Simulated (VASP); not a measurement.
# Sb (Fm-3m) in VASP: notebook

The runs below take Sb through single point, relaxation of cell and atoms, with PBEsol.

Program: VASP 6.6.1. These are calculated values, not measurements. Logs are shortened: lines on timing, memory, paths and dates and some standing lists are left out, and cuts for length are marked.

## 1. The cell of the first run

Symmetry: Fm-3m, No. 225, cubic system. The conventional cell has a = 4.727 Å, b = 4.727 Å, c = 4.727 Å, α = 90.00°, β = 90.00°, γ = 90.00°. Within 4.4 Å of Sb (site symmetry m-3m) lie 12 Sb at 3.34 Å.

## 2. Single point, PBEsol

Contents of INCAR:

```
ALGO = Normal
EDIFF = 1E-7
ENCUT = 520
GGA = PS
ISIF = 2
ISMEAR = 1
LASPH = T
LCHARG = T
LELF = T
LREAL = F
LVHAR = T
LWAVE = F
NBANDS = 8
NELM = 100
PREC = Accurate
SIGMA = 0.1
```

Contents of KPOINTS:

```
k-points
0
Gamma
  16 16 16
```

Contents of POSCAR:

```
Sb
1.0
    0.0000000000      2.3637414043      2.3637414043
    2.3637414043      0.0000000000      2.3637414043
    2.3637414043      2.3637414043      0.0000000000
Sb
1
Direct
    0.0000000000      0.0000000000      0.0000000000
```

Potentials or basis: VASP PAW PBE potentials, release 64 (Sb).

Started as:

```
cat potpaw_PBE.64/Sb/POTCAR > POTCAR
mpirun -np 1 vasp_std > vasp.out
```

OUTCAR:

```text
EDIFF = 1E-7
   ENCUT = 520
   GGA = PS
   ISIF = 2
   ISMEAR = 1
   LASPH = T
   LREAL = F
   NELM = 100
   PREC = Accurate

 ion  position               nearest neighbor table
   1  0.000  0.000  0.000-

  LATTYP: Found a face centered cubic cell.
 ALAT       =     4.7274828086

  Lattice vectors:

 A1 = (   0.0000000000,   2.3637414043,   2.3637414043)
 A2 = (   2.3637414043,   0.0000000000,   2.3637414043)
 A3 = (   2.3637414043,   2.3637414043,   0.0000000000)

Analysis of symmetry for initial positions (statically):
=====================================================================
 Subroutine PRICEL returns:
 Original cell was already a primitive cell.

 Routine SETGRP: Setting up the symmetry group for a
 face centered cubic supercell.

 Subroutine GETGRP returns: Found 48 space group operations
 (whereof 48 operations were pure point group operations)
 out of a pool of 48 trial point group operations.

The static configuration has the point symmetry O_h .

Analysis of symmetry for dynamics (positions and initial velocities):
=====================================================================
 Subroutine PRICEL returns:
 Original cell was already a primitive cell.

 Routine SETGRP: Setting up the symmetry group for a
 face centered cubic supercell.

 Subroutine GETGRP returns: Found 48 space group operations
 (whereof 48 operations were pure point group operations)
 out of a pool of 48 trial point group operations.

The dynamic configuration has the point symmetry O_h .

 Subroutine INISYM returns: Found 48 space group operations
 (whereof 48 operations are pure point group operations),
 and found     1 'primitive' translations

----------------------------------------------------------------------------------------

                                     Primitive cell

  volume of cell :      26.4137

  direct lattice vectors                    reciprocal lattice vectors
     0.000000000  2.363741404  2.363741404    -0.211529061  0.211529061  0.211529061
     2.363741404  0.000000000  2.363741404     0.211529061 -0.211529061  0.211529061
     2.363741404  2.363741404  0.000000000     0.211529061  0.211529061 -0.211529061

  length of vectors
     3.342835152  3.342835152  3.342835152     0.366379081  0.366379081  0.366379081

  position of ions in fractional coordinates (direct lattice)
     0.000000000  0.000000000  0.000000000

  ion indices of the primitive-cell ions
   primitive index   ion index
                 1           1

----------------------------------------------------------------------------------------

 KPOINTS: k-points

Automatic generation of k-mesh.
 Grid dimensions read from file:
 generate k-points for:   16   16   16

 Generating k-lattice:

  Cartesian coordinates                     Fractional coordinates (reciprocal lattice)
    -0.013220566  0.013220566  0.013220566     0.062500000  0.000000000  0.000000000
     0.013220566 -0.013220566  0.013220566     0.000000000  0.062500000  0.000000000
     0.013220566  0.013220566 -0.013220566     0.000000000  0.000000000  0.062500000

  Length of vectors
     0.022898693  0.022898693  0.022898693

  Shift w.r.t. Gamma in fractional coordinates (k-lattice)
     0.000000000  0.000000000  0.000000000

 Subroutine IBZKPT returns following result:
 ===========================================

 Found    145 irreducible k-points:

 Following reciprocal coordinates:
            Coordinates               Weight
  0.000000  0.000000  0.000000      1.000000
  0.062500  0.000000  0.000000      8.000000
  0.125000  0.000000  0.000000      8.000000
  0.187500  0.000000  0.000000      8.000000
  0.250000  0.000000  0.000000      8.000000
  0.312500  0.000000  0.000000      8.000000
[... 16 lines left out ...]
 -0.125000  0.062500  0.000000     24.000000
 -0.062500  0.062500  0.000000     12.000000
 [... further k-points ...]
   k-points           NKPTS =    145   k-points in BZ     NKDIM =    145   number of bands    NBANDS=      8
   number of dos      NEDOS =    301   number of ions     NIONS =      1
   total plane-waves  NPLWV =  21952
   dimension x,y,z NGX =    28 NGY =   28 NGZ =   28
   dimension x,y,z NGXF=    56 NGYF=   56 NGZF=   56
   ions per type =               1
   NGX,Y,Z   is equivalent  to a cutoff of  13.92, 13.92, 13.92 a.u.
   NGXF,Y,Z  is equivalent  to a cutoff of  27.85, 27.85, 27.85 a.u.
 SYSTEM =  unknown system
   PREC   = accura    normal or accurate (medium, high low for compatibility)
   ISTART =      0    job   : 0-new  1-cont  2-samecut
   ICHARG =      2    charge: 1-file 2-atom 10-const
   ISPIN  =      1    spin polarized calculation?
   LNONCOLLINEAR =      F non collinear calculations
   LSORBIT =      F    spin-orbit coupling
   LASPH  =      T    aspherical Exc in radial PAW
   ENCUT  =  520.0 eV  38.22 Ry    6.18 a.u.   6.22  6.22  6.22*2*pi/ulx,y,z
   NELM   =    100;   NELMIN=  2; NELMDL= -5     # of ELM steps
   EDIFF  = 0.1E-06   stopping-criterion for ELM
   LREAL  =      F    real-space projection
   EDIFFG = 0.1E-05   stopping-criterion for IOM
   NSW    =      0    number of steps for IOM
   IBRION =     -1    ionic relax: 0-MD 1-quasi-New 2-CG
   NFREE  =      0    steps in history (QN), initial steepest desc. (CG)
   ISIF   =      2    stress and relaxation
   ISYM   =      2    0-nonsym 1-usesym 2-fastsym
   POTIM  = 0.5000    time-step for ionic-motion
   TEBEG  =    0.0;   TEEND  =   0.0 temperature during run
   PSTRESS=    0.0 pullay stress
   NELECT =       5.0000    total number of electrons
   NUPDOWN=      -1.0000    fix difference up-down
   EMIN   =  10.00;   EMAX   =-10.00  energy-range for DOS
   EFERMI =   0.00;   METHOD = LEGACY
   ISMEAR =     1;   SIGMA  =   0.10  broadening in eV -4-tet -1-fermi 0-gaus
   EFERMI_NEDOS =   21; number of points for ismear=-14 and -15
   IALGO  =     38    algorithm
   IMIX   =      4    mixing-type and parameters
     AMIX     =   0.40;   BMIX     =  1.00
     AMIX_MAG =   1.60;   BMIX_MAG =  1.00
  volume/ion in A,a.u.               =      26.41       178.25
  Fermi-wavevector in a.u.,A,eV,Ry     =   0.939986  1.776317 12.021758  0.883574
  Thomas-Fermi vector in A             =   2.067353
   LORBIT       =      0    0 simple, 1 ext, 2 COOP (PROOUT), +10 PAW based schemes
   GGA     = PS    functional components
   LHFCALC =     F    Hartree Fock is set to
   AEXX    =    0.0000 exact exchange contribution
   IVDW    =     0    specifies the selected vdW correction
   LEPSILON=     F    determine dielectric tensor
   LRPA    =     F    only Hartree local field effects (RPA)
 non-spin polarized calculation
 Methfessel and Paxton  Order N= 1 SIGMA  =   0.10
  energy-cutoff  :      520.00
  volume of cell :       26.41
 maximum number of plane-waves:       725
 NGX is ok and might be reduce to    28
   NGX = 13   NGY = 13   NGZ = 13

 number of electron       5.0000000 magnetization

 Free energy of the ion-electron system (eV)
  ---------------------------------------------------
  ext. energy  EPLUGINS =         0.00000000
  ---------------------------------------------------
  free energy    TOTEN  =        -4.29265549 eV

  energy without entropy =       -4.29209916  energy(sigma->0) =       -4.29247005

 E-fermi :   8.5956     XC(G=0): -10.4178

 val. band max:        8.5954266074   @ k =   0.5000   0.2500   0.0625
 cond. band min:       8.6279983061   @ k =   0.4375   0.3125   0.0625
 fundamental gap:      0.0325716987
 Fermi energy:         8.5955535631

 k-point     1 :       0.0000    0.0000    0.0000
  band No.  band energies     occupation
      1      -4.4613      2.00000
      2      14.0855      0.00000
      3      14.0855      0.00000
      4      14.0855      0.00000
      5      18.6829      0.00000
      6      18.6829      0.00000
      7      18.6829      0.00000
      8      18.8810      0.00000

 k-point     2 :       0.0625    0.0000    0.0000
  band No.  band energies     occupation
      1      -4.3825      2.00000
      2      13.3040      0.00000
      3      13.9771      0.00000
      4      13.9771      0.00000
      5      17.9078      0.00000
      6      18.8602      0.00000
      7      18.8602      0.00000
      8      20.1746      0.00000

 k-point     3 :       0.1250    0.0000    0.0000
  band No.  band energies     occupation
      1      -4.1466      2.00000
      2      11.6149      0.00000
      3      13.7042      0.00000
      4      13.7042      0.00000
      5      17.4414      0.00000
      6      19.2814      0.00000
      7      19.2814      0.00000
      8      21.3285      0.00000

 k-point     4 :       0.1875    0.0000    0.0000
  band No.  band energies     occupation
      1      -3.7558      2.00000
      2       9.7047     -0.00000
      3      13.3639      0.00000
      4      13.3639      0.00000
      5      17.1337      0.00000
      6      19.4930      0.00000
      7      19.4930      0.00000
      8      21.1620      0.00000

 k-point     5 :       0.2500    0.0000    0.0000
  band No.  band energies     occupation
      1      -3.2155      2.00000
      2       7.8190      2.00000
      3      13.0297      0.00000
      4      13.0297      0.00000
      5      16.9372      0.00000
      6      19.0950      0.00000
      7      19.0950      0.00000
      8      20.2955      0.00000

 k-point     6 :       0.3125    0.0000    0.0000
  band No.  band energies     occupation
      1      -2.5384      2.00000
      2       6.0544      2.00000
      3      12.7438      0.00000
      4      12.7438      0.00000
      5      16.8440      0.00000
      6      18.5710      0.00000
      7      18.5710      0.00000
      8      19.5110      0.00000

 k-point     7 :       0.3750    0.0000    0.0000
  band No.  band energies     occupation
      1      -1.7594      2.00000
      2       4.4818      2.00000
      3      12.5285      0.00000
      4      12.5285      0.00000
      5      16.8422      0.00000
      6      18.1508      0.00000
      7      18.1508      0.00000
      8      18.8727      0.00000

 k-point     8 :       0.4375    0.0000    0.0000
  band No.  band energies     occupation
      1      -0.9898      2.00000
      2       3.2305      2.00000
      3      12.3955      0.00000
      4      12.3955      0.00000
      5      16.8982      0.00000
      6      17.8877      0.00000
      7      17.8877      0.00000
      8      18.4296      0.00000

 k-point     9 :       0.5000    0.0000    0.0000
  band No.  band energies     occupation
      1      -0.5985      2.00000
      2       2.6776      2.00000
      3      12.3506      0.00000
      4      12.3506      0.00000
      5      16.9364      0.00000
      6      17.7985      0.00000
      7      17.7985      0.00000
      8      18.2619      0.00000

 k-point    10 :       0.0625    0.0625    0.0000
  band No.  band energies     occupation
      1      -4.3562      2.00000
      2      13.6396      0.00000
      3      13.6444      0.00000
      4      13.6444      0.00000
      5      17.4689      0.00000
      6      19.2233      0.00000
      7      19.2233      0.00000
      8      20.2728      0.00000
[... 78 lines left out ...]
 k-point    18 :      -0.4375    0.0625    0.0000
  band No.  band energies     occupation
      1      -0.7245      2.00000
      2       3.0101      2.00000
      3      11.6096      0.00000
      4      12.3074      0.00000
      5      16.9242      0.00000
      6      17.4484      0.00000
      7      18.0106      0.00000
      8      19.6751      0.00000

 k-point    19 :      -0.3750    0.0625    0.0000
  band No.  band energies     occupation
      1      -1.4259      2.00000
      2       4.0854      2.00000
      3      11.5689      0.00000
      4      12.5902      0.00000
      5      17.2865      0.00000
      6      17.3675      0.00000
      7      18.0497      0.00000
      8      20.0234      0.00000

 k-point    20 :      -0.3125    0.0625    0.0000
  band No.  band energies     occupation
      1      -2.2196      2.00000
      2       5.5661      2.00000
      3      11.6433      0.00000
      4      12.9427      0.00000
      5      17.3030      0.00000
      6      17.8518      0.00000
      7      18.2625      0.00000
      8      20.5252      0.00000

 k-point    21 :      -0.2500    0.0625    0.0000
  band No.  band energies     occupation
      1      -2.9353      2.00000
      2       7.2662      2.00000
      3      11.8342      0.00000
      4      13.3316      0.00000
      5      17.3409      0.00000
      6      18.5276      0.00000
      7      18.6354      0.00000
      8      21.0314      0.00000

 k-point    22 :      -0.1875    0.0625    0.0000
  band No.  band energies     occupation
      1      -3.5226      2.00000
      2       9.1029     -0.00000
      3      12.1384      0.00000
      4      13.7087      0.00000
      5      17.4407      0.00000
      6      19.0649      0.00000
      7      19.2841      0.00000
      8      20.5495      0.00000

 k-point    23 :      -0.1250    0.0625    0.0000
  band No.  band energies     occupation
      1      -3.9636      2.00000
      2      10.9797      0.00000
      3      12.5525      0.00000
      4      14.0010      0.00000
      5      17.5607      0.00000
      6      19.0824      0.00000
      7      19.6537      0.00000
      8      20.5609      0.00000

 k-point    24 :      -0.0625    0.0625    0.0000
  band No.  band energies     occupation
      1      -4.2513      2.00000
      2      12.5914      0.00000
      3      13.1583      0.00000
      4      14.1116      0.00000
      5      17.6648      0.00000
      6      18.8289      0.00000
      7      19.3267      0.00000
      8      21.2258      0.00000

 [... further k-points ...]

------------------------ aborting loop because EDIFF is reached ----------------------------------------

  FORCE on cell =-STRESS in cart. coord.  units (eV):
  Direction    XX          YY          ZZ          XY          YZ          ZX
  --------------------------------------------------------------------------------------
  -------------------------------------------------------------------------------------
  Total       -0.1099077     -0.1099077     -0.1099077     -0.0000000     -0.0000000      0.0000000
  in kB       -6.6666665     -6.6666665     -6.6666665     -0.0000000     -0.0000000      0.0000000
  external PRESSURE =      -6.6666665 kB  Pullay stress =       0.0000000 kB

 VOLUME and BASIS-vectors are now :
 -----------------------------------------------------------------------------
  energy-cutoff  :      520.00
  volume of cell :       26.41
      direct lattice vectors                 reciprocal lattice vectors
     0.000000000  2.363741404  2.363741404    -0.211529061  0.211529061  0.211529061
     2.363741404  0.000000000  2.363741404     0.211529061 -0.211529061  0.211529061
     2.363741404  2.363741404  0.000000000     0.211529061  0.211529061 -0.211529061

 POSITION                                       TOTAL-FORCE (eV/Angst)
 -----------------------------------------------------------------------------------
      0.00000      0.00000      0.00000         0.000000      0.000000      0.000000
 -----------------------------------------------------------------------------------
    total drift:                                0.000000      0.000000      0.000000

  FREE ENERGIE OF THE ION-ELECTRON SYSTEM (eV)
  ---------------------------------------------------
  free  energy   TOTEN  =        -4.2926554879 eV

  energy  without entropy=       -4.2920991608  energy(sigma->0) =       -4.29247005
```

Run time: 40 s. Hardware: 1 thread of Intel Xeon 8259CL, shared host; peak memory 0.18 GiB.

Results:

```yaml
Free_energy: -4.2927 eV
Pressure: -0.7 GPa
```

Caveat: the PAW data sets were made with another functional, which shifts forces and pressure a little; spin-orbit coupling is left out, which moves the levels of the heavy elements.

[end of part 1 of 2]
